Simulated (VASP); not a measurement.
# Si4NiPt3 (R3) in VASP: a series of runs

Si4NiPt3 is run at these levels: PBE; tasks: single point, relaxation of cell and atoms.

Everything below comes from runs of VASP 6.6.1. Logs are shortened: lines on timing, memory, paths and dates and some standing lists are left out, and cuts for length are marked.

**1. The cell of the first run**

Symmetry: R3, No. 146, trigonal system. The conventional cell has a = 7.000 Å, b = 7.000 Å, c = 8.165 Å, α = 90.00°, β = 90.00°, γ = 120.00°. Within 3.3 Å of Si (site symmetry 1) lie 2 Ni at 2.37 to 2.67 Å and 5 Pt at 2.48 to 3.18 Å and 6 Si at 2.92 to 3.26 Å. Si (site symmetry 3) has 6 Pt at 2.44 to 2.60 Å and 1 Ni at 2.77 Å and 6 Si at 2.98 to 3.26 Å within 3.3 Å. Ni (site symmetry 3) has 7 Si at 2.37 to 2.77 Å and 3 Pt at 2.99 Å within 3.1 Å. Pt (site symmetry 1) has 7 Si at 2.44 to 3.18 Å and 2 Ni at 2.99 to 3.27 Å and 4 Pt at 3.10 to 3.13 Å within 3.3 Å.

**2. Single point, PBE**

File INCAR:

```
PREC = Accurate ; ENCUT = 600
EDIFF = 1E-6 ; ISMEAR = 0
SIGMA = 0.1 ; LREAL = False
LASPH = True ; NELM = 120
ALGO = Normal ; ISIF = 2
LWAVE = False ; LCHARG = False
GGA = PE ; NBANDS = 38
GGA_COMPAT = False
```

File KPOINTS:

```
regular mesh
0
Gamma
  6 6 6
```

File POSCAR:

```
Si4NiPt3
1.0
    3.5002460472      2.0208679976      2.7215330198
   -3.5002460472      2.0208679976      2.7215330198
    0.0000000000     -4.0417359952      2.7215330198
Si Ni Pt
4 1 3
Direct
    0.3483215715      0.6911652538      0.8128332429
    0.6911652538      0.8128332429      0.3483215715
    0.1599215731      0.1599215731      0.1599215731
    0.8128332429      0.3483215715      0.6911652538
    0.8207596894      0.8207596894      0.8207596894
    0.6820411060      0.2914831827      0.1934743804
    0.2914831827      0.1934743804      0.6820411060
    0.1934743804      0.6820411060      0.2914831827
```

Potentials or basis: VASP PAW PBE potentials, release 64 (Si, Ni, Pt).

Run with:

```
> cat potpaw_PBE.64/Si/POTCAR potpaw_PBE.64/Ni/POTCAR potpaw_PBE.64/Pt/POTCAR > POTCAR
> mpirun -np 1 vasp_std > vasp.out
```

OUTCAR:

```text
PREC = Accurate
   ENCUT = 600
   EDIFF = 1E-6
   ISMEAR = 0
   LREAL = False
   LASPH = True
   NELM = 120
   ISIF = 2
   GGA = PE

 ion  position               nearest neighbor table
   1  0.348  0.691  0.813-   5 2.37   8 2.48   7 2.49   7 2.57   8 2.63   5 2.67   4 2.92   2 2.92
                             3 2.98   2 3.08   4 3.08   6 3.18
   2  0.691  0.813  0.348-   5 2.37   6 2.48   8 2.49   8 2.57   6 2.63   5 2.67   4 2.92   1 2.92
                             3 2.98   4 3.08   1 3.08   7 3.18
   3  0.160  0.160  0.160-   6 2.44   8 2.44   7 2.44   8 2.60   6 2.60   7 2.60   5 2.77   1 2.98
                             4 2.98   2 2.98
   4  0.813  0.348  0.691-   5 2.37   7 2.48   6 2.49   6 2.57   7 2.63   5 2.67   1 2.92   2 2.92
                             3 2.98   2 3.08   1 3.08   8 3.18
   5  0.821  0.821  0.821-   4 2.37   1 2.37   2 2.37   1 2.67   4 2.67   2 2.67   3 2.77   6 2.99
                             8 2.99   7 2.99   7 3.27   8 3.27   6 3.27
   6  0.682  0.291  0.193-   3 2.44   2 2.48   4 2.49   4 2.57   3 2.60   2 2.63   5 2.99   7 3.10
                             8 3.10   8 3.13   7 3.13   1 3.18   5 3.27
   7  0.291  0.193  0.682-   3 2.44   4 2.48   1 2.49   1 2.57   3 2.60   4 2.63   5 2.99   8 3.10
                             6 3.10   8 3.13   6 3.13   2 3.18   5 3.27
   8  0.193  0.682  0.291-   3 2.44   1 2.48   2 2.49   2 2.57   3 2.60   1 2.63   5 2.99   7 3.10
                             6 3.10   6 3.13   7 3.13   4 3.18   5 3.27

  LATTYP: Found a trigonal (rhomboedric) cell.
 ALAT       =     4.8726144761
 COS(alpha) =    -0.0320554726

  Lattice vectors:

 A1 = (   3.5002460472,   2.0208679976,   2.7215330198)
 A2 = (  -3.5002460472,   2.0208679976,   2.7215330198)
 A3 = (   0.0000000000,  -4.0417359952,   2.7215330198)

Analysis of symmetry for initial positions (statically):
=====================================================================
 Subroutine PRICEL returns:
 Original cell was already a primitive cell.

 Routine SETGRP: Setting up the symmetry group for a
 trigonal (rhombohedral) supercell.

 Subroutine GETGRP returns: Found  3 space group operations
 (whereof  3 operations were pure point group operations)
 out of a pool of 12 trial point group operations.

The static configuration has the point symmetry C_3 .

Analysis of symmetry for dynamics (positions and initial velocities):
=====================================================================
 Subroutine PRICEL returns:
 Original cell was already a primitive cell.

 Routine SETGRP: Setting up the symmetry group for a
 trigonal (rhombohedral) supercell.

 Subroutine GETGRP returns: Found  3 space group operations
 (whereof  3 operations were pure point group operations)
 out of a pool of 12 trial point group operations.

The dynamic configuration has the point symmetry C_3 .

 Subroutine INISYM returns: Found  3 space group operations
 (whereof  3 operations are pure point group operations),
 and found     1 'primitive' translations

----------------------------------------------------------------------------------------

                                     Primitive cell

  volume of cell :     115.5052

  direct lattice vectors                    reciprocal lattice vectors
     3.500246047  2.020867998  2.721533020     0.142847101  0.082472812  0.122479989
    -3.500246047  2.020867998  2.721533020    -0.142847101  0.082472812  0.122479989
     0.000000000 -4.041735995  2.721533020     0.000000000 -0.164945624  0.122479989

  length of vectors
     4.872614476  4.872614476  4.872614476     0.205446846  0.205446846  0.205446846

  position of ions in fractional coordinates (direct lattice)
     0.348321572  0.691165254  0.812833243
     0.691165254  0.812833243  0.348321572
     0.159921573  0.159921573  0.159921573
     0.812833243  0.348321572  0.691165254
     0.820759689  0.820759689  0.820759689
     0.682041106  0.291483183  0.193474380
     0.291483183  0.193474380  0.682041106
     0.193474380  0.682041106  0.291483183

[... 57 lines left out ...]
      2       1.1148      2.00000
      3       1.8158      2.00000
      4       1.8158      2.00000
      5       4.5361      2.00000
      6       4.7477      2.00000
[... 30 lines left out ...]
     37      14.8841      0.00000
     38      14.8841      0.00000

 k-point     2 :       0.1667    0.0000   -0.0000
  band No.  band energies     occupation
      1      -2.0660      2.00000
      2       0.9666      2.00000
      3       1.6784      2.00000
      4       2.0473      2.00000
      5       4.4405      2.00000
      6       4.6026      2.00000
[... 30 lines left out ...]
     37      14.6235      0.00000
     38      15.2767      0.00000

 k-point     3 :       0.3333    0.0000   -0.0000
  band No.  band energies     occupation
      1      -1.5276      2.00000
      2       0.2633      2.00000
      3       1.8315      2.00000
      4       2.3570      2.00000
      5       4.2192      2.00000
      6       4.4537      2.00000
[... 30 lines left out ...]
     37      14.7360      0.00000
     38      16.1155      0.00000

 k-point     4 :       0.5000    0.0000   -0.0000
  band No.  band energies     occupation
      1      -0.7985      2.00000
      2      -0.5884      2.00000
      3       1.9784      2.00000
      4       2.5217      2.00000
      5       4.1517      2.00000
      6       4.3266      2.00000
[... 30 lines left out ...]
     37      15.2162      0.00000
     38      15.5217      0.00000
[... 703 lines left out ...]
      4       2.1037      2.00000
      5       3.9480      2.00000
      6       4.3298      2.00000
[... 30 lines left out ...]
     37      15.1840      0.00000
     38      15.8155      0.00000

 k-point    23 :       0.3333    0.3333    0.1667
  band No.  band energies     occupation
      1      -0.6224      2.00000
      2       0.8241      2.00000
      3       1.1495      2.00000
      4       2.3079      2.00000
      5       3.2711      2.00000
      6       3.9307      2.00000
[... 30 lines left out ...]
     37      15.7240      0.00000
     38      16.5822      0.00000

 k-point    24 :       0.5000    0.3333    0.1667
  band No.  band energies     occupation
      1       0.0560      2.00000
      2       0.1433      2.00000
      3       1.5909      2.00000
      4       1.9802      2.00000
      5       3.4909      2.00000
      6       3.6757      2.00000
[... 30 lines left out ...]
     37      15.7632      0.00000
     38      16.1777      0.00000

 [... further k-points ...]

------------------------ aborting loop because EDIFF is reached ----------------------------------------

  FORCE on cell =-STRESS in cart. coord.  units (eV):
  Direction    XX          YY          ZZ          XY          YZ          ZX
  --------------------------------------------------------------------------------------
  -------------------------------------------------------------------------------------
  Total       -0.0240827     -0.0240827      0.0105259      0.0000001      0.0000000      0.0000000
  in kB       -0.3340525     -0.3340525      0.1460056      0.0000019      0.0000000      0.0000000
  external PRESSURE =      -0.1740332 kB  Pullay stress =       0.0000000 kB

 VOLUME and BASIS-vectors are now :
 -----------------------------------------------------------------------------
  energy-cutoff  :      600.00
  volume of cell :      115.51
      direct lattice vectors                 reciprocal lattice vectors
     3.500246047  2.020867998  2.721533020     0.142847101  0.082472812  0.122479989
    -3.500246047  2.020867998  2.721533020    -0.142847101  0.082472812  0.122479989
     0.000000000 -4.041735995  2.721533020     0.000000000 -0.164945624  0.122479989

 POSITION                                       TOTAL-FORCE (eV/Angst)
 -----------------------------------------------------------------------------------
     -1.20004     -1.18459      5.04115        -0.008633     -0.000650      0.000113
     -0.42587      1.63156      5.04115         0.003753      0.007801      0.000113
      0.00000      0.00000      1.30570        -0.000000      0.000000     -0.015936
      1.62591     -0.44697      5.04115         0.004879     -0.007151      0.000113
      0.00000      0.00000      6.70117        -0.000000      0.000000      0.016591
      1.36705      1.18539      3.17603         0.012886      0.013723     -0.000331
      0.34305     -1.77659      3.17603         0.005441     -0.018021     -0.000331
     -1.71010      0.59120      3.17603        -0.018327      0.004298     -0.000331
 -----------------------------------------------------------------------------------
    total drift:                               -0.000000      0.000003      0.002048

  FREE ENERGIE OF THE ION-ELECTRON SYSTEM (eV)
  ---------------------------------------------------
  free  energy   TOTEN  =       -48.6049490649 eV

  energy  without entropy=      -48.5928461529  energy(sigma->0) =      -48.59889761
```

Wall time 4.7 min (1 thread of Oxide Virtual Turin-like, shared host); peak memory 0.33 GiB.

Results:

| Property | Result |
| --- | --- |
| Free energy | -48.6049 eV |
| Pressure | 0.0 GPa |
| Largest force | 0.019 eV/Å |
| Band gap on the k mesh | zero (bands 28 and 29 overlap by 0.33 eV) |

Forces in eV/Å, atoms in the order of the input:
```
Si  -0.009 -0.001  0.000
Si   0.004  0.008  0.000
Si   0.000  0.000 -0.016
Si   0.005 -0.007  0.000
Ni   0.000  0.000  0.017
Pt   0.013  0.014  0.000
Pt   0.005 -0.018  0.000
Pt  -0.018  0.004  0.000
```

Caveat: spin-orbit coupling is left out, which moves the levels of the heavy elements. Spin polarisation is off, so any magnetic state and its effect on volume and gap are missing.

**3. Single point, PBE, collinear spin, ferromagnetic start**

File INCAR:

```
  PREC = Accurate
  ENCUT = 600
  EDIFF = 1E-6
  ISMEAR = 0
  SIGMA = 0.1
  LREAL = F
  LASPH = T
  NELM = 200
  ALGO = Normal
  ISIF = 2
  LWAVE = F
  LCHARG = F
  ISPIN = 2
  MAGMOM = 0 0 0 0 2 0 0 0
  LORBIT = 11
  LMAXMIX = 4
  GGA = PE
  NBANDS = 42
  GGA_COMPAT = F
```

File KPOINTS:

```
Automatic mesh
0
Gamma
  4 4 4
```

File POSCAR:

```
Si4NiPt3
1.0
    3.5152688954      2.0295414414      2.7028559251
   -3.5152688954      2.0295414414      2.7028559251
    0.0000000000     -4.0590828876      2.7028559216
Si Ni Pt
4 1 3
Direct
    0.3456814730      0.6890084100      0.8139586275
    0.6890084100      0.8139586275      0.3456814730
    0.1645791118      0.1645791118      0.1645791118
    0.8139586275      0.3456814730      0.6890084100
    0.8184703137      0.8184703137      0.8184703137
    0.6873469872      0.2911834857      0.1897715910
    0.2911834857      0.1897715910      0.6873469872
    0.1897715910      0.6873469872      0.2911834857
```

Potentials or basis: VASP PAW PBE potentials, release 64 (Si, Ni, Pt).

Run with:

```
> cat potpaw_PBE.64/Si/POTCAR potpaw_PBE.64/Ni/POTCAR potpaw_PBE.64/Pt/POTCAR > POTCAR
> mpirun -np 1 vasp_std > vasp.out
```

Wall time 3.5 min (1 thread of Oxide Virtual Turin-like, shared host); peak memory 0.32 GiB.

It converged, with:

```yaml
Free_energy: -48.6240 eV
Pressure: -0.1 GPa
Largest_force: 0.025 eV/Å
Band_gap_on_the_k_mesh: zero (filled and empty bands overlap)
Net_moment: 0.00 μB per cell
Valence_electrons_inside_the_program's_atomic_spheres: Si 1.54, 1.55 (each value once); Ni 9.33; Pt 9.53
```

Forces on the atoms (eV/Å):
```
Si  -0.003 -0.007 -0.006
Si  -0.005  0.007 -0.006
Si   0.000  0.000  0.000
Si   0.008  0.001 -0.006
Ni   0.000  0.000  0.025
Pt   0.000 -0.001 -0.002
Pt  -0.001  0.001 -0.002
Pt   0.001  0.000 -0.002
```

Levels at points of the mesh, in eV from the Fermi level:
Spin up:
```
           k point  band 26  band 27  band 28  band 29  band 30  band 31
(0.00, 0.00, 0.00)    -1.69    -1.69     0.06     0.06     0.54     1.12
(0.50, 0.00, 0.00)    -1.67    -0.82    -0.42    -0.22     0.28     1.26
(0.50, 0.50, 0.00)    -1.25    -1.07    -0.93     0.42     0.71     0.90
(0.50, 0.50, 0.50)    -1.95    -1.78    -1.78     2.98     3.29     3.29
```
Spin down:
```csv
k point,band 26,band 27,band 28,band 29,band 30,band 31
"(0.00, 0.00, 0.00)",-1.69,-1.69,0.06,0.06,0.54,1.12
"(0.50, 0.00, 0.00)",-1.67,-0.82,-0.42,-0.22,0.28,1.26
"(0.50, 0.50, 0.00)",-1.25,-1.07,-0.93,0.42,0.71,0.90
"(0.50, 0.50, 0.50)",-1.95,-1.78,-1.78,2.98,3.29,3.29
```

Caveat: the moments typed at the start vanished in this run; spin-orbit coupling is left out, which moves the levels of the heavy elements.

**4. Single point, PBE, collinear spin, ferromagnetic start**

This run uses another cell than the first one, of 14.89 Å³/atom.

File INCAR:

```
SYSTEM = Si4NiPt3
ALGO = Normal ; EDIFF = 1E-6
ENCUT = 600 ; GGA = PE
GGA_COMPAT = .FALSE. ; ISIF = 2
ISMEAR = 0 ; ISPIN = 2
LASPH = .TRUE. ; LCHARG = .FALSE.
LMAXMIX = 4 ; LORBIT = 11
LREAL = .FALSE. ; LWAVE = .FALSE.
MAGMOM = 0 0 0 0 2 0 0 0 ; NBANDS = 42
NELM = 200 ; PREC = Accurate
SIGMA = 0.1
```

File KPOINTS:

```
k-points
0
G
  4 4 4
  0 0 0
```

File POSCAR:

```
Si4NiPt3
1.0
    3.4793592200      2.0088089800      2.8408849100
   -3.4793592200      2.0088089800      2.8408849100
    0.0000000000     -4.0176179700      2.8408849100
Si Ni Pt
4 1 3
Direct
    0.3600999900      0.6399000100      0.8600999900
    0.6399000100      0.8600999900      0.3600999900
    0.1399000100      0.1399000100      0.1399000100
    0.8600999900      0.3600999900      0.6399000100
    0.8529999900      0.8529999900      0.8529999900
    0.6470000100      0.3529999900      0.1470000100
    0.3529999900      0.1470000100      0.6470000100
    0.1470000100      0.6470000100      0.3529999900
```

Run with:

```
> cat potpaw_PBE.64/Si/POTCAR potpaw_PBE.64/Ni/POTCAR potpaw_PBE.64/Pt/POTCAR > POTCAR
> mpirun -np 1 vasp_std > vasp.out
```

Run time: 2.9 min. Hardware: 1 thread of Oxide Virtual Turin-like, shared host; peak memory 0.32 GiB.

It converged, with:

```yaml
Free_energy: -47.3427 eV
Pressure: -6.6 GPa
Largest_force: 1.086 eV/Å
Band_gap_on_the_k_mesh: zero (filled and empty bands overlap)
Net_moment: 0.00 μB per cell
Valence_electrons_inside_the_program's_atomic_spheres: Si 1.51, 1.50 (each value once); Ni 9.16; Pt 9.40
```

Forces on the atoms (eV/Å):
```
Si  -0.896  0.614 -0.029
Si   0.980  0.468 -0.029
Si   0.000  0.000  0.070
Si  -0.084 -1.083 -0.029
Ni   0.000  0.000 -0.542
Pt   0.913 -0.149  0.186
Pt  -0.586 -0.717  0.186
Pt  -0.328  0.865  0.186
```

Stress tensor (GPa, compression positive):
```
-6.19  0.00  0.00
 0.00 -6.19  0.00
 0.00  0.00 -7.48
```

Levels at points of the mesh, in eV from the Fermi level:
Spin up:
```tsv
k point	band 24	band 25	band 26	band 27	band 28	band 29	band 30	band 31	band 32	band 33
(0.00, 0.00, 0.00)	-1.81	-1.47	-1.33	-1.33	0.30	0.60	0.60	1.75	1.75	2.39
(0.50, 0.00, 0.00)	-1.93	-1.78	-1.68	-0.43	-0.27	-0.03	0.14	1.82	1.99	2.64
(0.50, 0.50, 0.00)	-1.91	-1.18	-1.16	-0.89	-0.84	0.13	0.50	0.85	0.87	2.91
(0.50, 0.50, 0.50)	-2.06	-1.87	-1.66	-1.42	-1.42	2.37	2.38	2.38	2.45	3.70
```
Spin down:
```tsv
k point	band 24	band 25	band 26	band 27	band 28	band 29	band 30	band 31	band 32	band 33
(0.00, 0.00, 0.00)	-1.81	-1.47	-1.33	-1.33	0.30	0.60	0.60	1.75	1.75	2.39
(0.50, 0.00, 0.00)	-1.93	-1.78	-1.68	-0.43	-0.27	-0.03	0.14	1.82	1.99	2.64
(0.50, 0.50, 0.00)	-1.91	-1.18	-1.15	-0.89	-0.84	0.13	0.50	0.85	0.87	2.91
(0.50, 0.50, 0.50)	-2.06	-1.87	-1.66	-1.42	-1.42	2.37	2.38	2.38	2.45	3.70
```

Caveat: the cell stands under tension; the moments typed at the start vanished in this run; spin-orbit coupling is left out, which moves the levels of the heavy elements; forces of over 1 eV/Å act on the atoms, so gaps and moduli don't describe the material at rest.

**5. Relaxation of cell and atoms, PBE**

File INCAR:

```
SYSTEM = Si4NiPt3
ALGO = Normal ; EDIFF = 1E-7
EDIFFG = -0.04 ; ENCUT = 600
GGA = PE ; GGA_COMPAT = .False.
IBRION = 2 ; ISIF = 3
ISMEAR = 0 ; LASPH = .True.
LCHARG = .False. ; LREAL = .False.
LWAVE = .False. ; NELM = 120
NELMIN = 4 ; NSW = 90
PREC = Accurate ; SIGMA = 0.1
```

File KPOINTS:

```
k-points
0
Gamma
  6 6 6
  0 0 0
```

File POSCAR:

```
Si4NiPt3
1.0
    3.5152688954      2.0295414430      2.7028559239
   -3.5152688954      2.0295414430      2.7028559239
    0.0000000000     -4.0590828860      2.7028559239
Si Ni Pt
4 1 3
Direct
    0.3456814730      0.6890084100      0.8139586275
    0.6890084100      0.8139586275      0.3456814730
    0.1645791118      0.1645791118      0.1645791118
    0.8139586275      0.3456814730      0.6890084100
    0.8184703137      0.8184703137      0.8184703137
    0.6873469872      0.2911834857      0.1897715910
    0.2911834857      0.1897715910      0.6873469872
    0.1897715910      0.6873469872      0.2911834857
```

Run with:

```
> cat potpaw_PBE.64/Si/POTCAR potpaw_PBE.64/Ni/POTCAR potpaw_PBE.64/Pt/POTCAR > POTCAR
> mpirun -np 1 vasp_std > vasp.out
```

Wall time 21 min (1 thread of Oxide Virtual Turin-like, shared host); peak memory 0.34 GiB.

The run converged. Its results:

* Free energy: -48.6046 eV
* Relaxed volume: 14.44 Å³/atom
* Relaxed cell: a = 4.873 Å, b = 4.873 Å, c = 4.873 Å, α = 91.72°, β = 91.72°, γ = 91.72°
* Space group after relaxing (to 0.1 Å): R3 (No. 146)
* Energy gained by relaxing: 0.7 meV/atom
* Ionic steps: 7
* Pressure after relaxing: -0.1 GPa
* Largest force after relaxing: 0.029 eV/Å
* Band gap on the k mesh: zero (bands 28 and 29 overlap by 0.33 eV)

Forces in eV/Å, atoms in the order of the input:
```
Si  -0.022 -0.014  0.010
Si  -0.001  0.026  0.010
Si   0.000  0.000 -0.029
Si   0.023 -0.012  0.010
Ni   0.000  0.000  0.007
Pt   0.013 -0.011 -0.003
Pt  -0.016 -0.006 -0.003
Pt   0.003  0.016 -0.003
```

Stress tensor (GPa, compression positive):
```
-0.10  0.00  0.00
 0.00 -0.10  0.00
 0.00  0.00 -0.19
```

Step by step:
```tsv
step	energy change (eV)	largest force (eV/Å)	pressure (GPa)	volume (Å³)
1	0.0000	0.0703	-0.06	115.70
2	-0.0014	0.0489	0.03	115.61
3	-0.0030	0.0688	0.26	115.40
4	-0.0036	0.0665	-0.32	115.74
5	-0.0036	0.0668	-0.26	115.70
6	-0.0043	0.0583	-0.23	115.66
7	-0.0054	0.0290	-0.13	115.53
```

Final structure:
```
CELL_PARAMETERS angstrom
3.49673 2.01884 2.72764
-3.49673 2.01884 2.72764
0.00000 -4.03768 2.72764
ATOMIC_POSITIONS crystal
Si 0.34794 0.68975 0.81337
Si 0.68975 0.81337 0.34794
Si 0.16115 0.16115 0.16115
Si 0.81337 0.34794 0.68975
Ni 0.81983 0.81983 0.81983
Pt 0.68314 0.29250 0.19232
Pt 0.29250 0.19232 0.68314
Pt 0.19232 0.68314 0.29250
```

Levels at points of the mesh, in eV from the Fermi level:
```tsv
k point	band 24	band 25	band 26	band 27	band 28	band 29	band 30	band 31	band 32	band 33
(0.00, 0.00, 0.00)	-2.27	-1.80	-1.71	-1.71	0.15	0.15	0.64	1.10	1.10	1.40
(0.50, 0.00, 0.00)	-2.29	-1.79	-1.69	-0.76	-0.44	-0.18	0.27	1.32	1.63	2.00
(0.50, 0.50, 0.00)	-2.16	-1.48	-1.27	-1.04	-0.90	0.46	0.65	0.96	1.37	3.30
(0.50, 0.50, 0.50)	-2.71	-2.27	-1.94	-1.77	-1.77	2.94	3.25	3.25	3.61	4.15
```

Caveat: spin-orbit coupling is left out, which moves the levels of the heavy elements. Spin polarisation is off, so any magnetic state and its effect on volume and gap are missing.
